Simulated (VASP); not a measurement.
## CuO: vibrations by perturbation theory with PBE

Crystal: CuO.

```
Cu O
1.0
     2.34465   -1.71340    0.00000
     2.34465    1.71340    0.00000
    -0.86055    0.00000    5.05944
Cu O
2 2
Direct
  0.49680 0.00320 0.50000
  0.00320 0.49680 0.00000
  0.40560 0.57140 0.75370
  0.57140 0.40560 0.25370
```

```
Program                : VASP 6.6.1
Task                   : vibrations by perturbation theory
Functional             : PBE
Potentials or basis    : VASP PAW PBE potentials, release 64 (Cu, O)
Cutoff                 : 520 eV
k mesh                 : 10 × 10 × 5
Occupations            : fermi-dirac, width 0.05 eV
Spin                   : no spin polarisation
Dipole correction      : no
Further INCAR settings : ALGO = Normal; EDIFF = 1e-08; IBRION = 8; NSW = 1
```

The highest phonon frequency at Γ, LO-TO splitting left out is 517 cm⁻¹.

Phonon frequencies in cm⁻¹ (negative: imaginary):
```
              q point                                frequencies
(0.000, 0.000, 0.000)  0 0 0 135 149 266 280 340 391 462 516 517
```

It took 14 min on 1 thread of Intel(R) Xeon(R) 6975P-C (Granite Rapids) (shared host), peak memory 0.52 GiB.

Caveat: the cell stands under pressure or tension, which shifts response properties.
